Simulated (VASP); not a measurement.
The system is InP.

```
In P
1.0
     0.00000    2.76883    2.76883
     2.76883    0.00000    2.76883
     2.76883    2.76883    0.00000
In P
1 1
Cartesian
  0.0000 0.0000 0.0000
  2.7688 2.7688 2.7688
```

* Program: VASP 6.6.1
* Task: relaxation of cell and atoms
* Functional: LDA
* Potentials or basis: VASP PAW LDA potentials, release 64 (In_d, P)
* Cutoff: 600 eV
* k mesh: 8 × 8 × 8
* Occupations: fermi-dirac, width 0.05 eV
* Spin: no spin polarisation

At the start: pressure -5.0 GPa; volume 21.23 Å³/atom.

Q: How do energy, volume and symmetry change on relaxing?

A: Over 3 steps the energy falls by 22.7 meV/atom and the volume is 19.87 Å³/atom (-6.4 %); space group Fm-3m (No. 225, to 0.05 Å).

The path:
```tsv
step	energy change (eV)	largest force (eV/Å)	pressure (GPa)	volume (Å³)
1	0.0000	0.0000	-5.01	42.45
2	-0.0339	0.0000	3.07	38.51
3	-0.0454	0.0000	-0.01	39.74
```

Final structure:
```
In P
1.0
     0.00000    2.70859    2.70859
     2.70859    0.00000    2.70859
     2.70859    2.70859    0.00000
In P
1 1
Direct
  0.00000 0.00000 0.00000
  0.50000 0.50000 0.50000
```
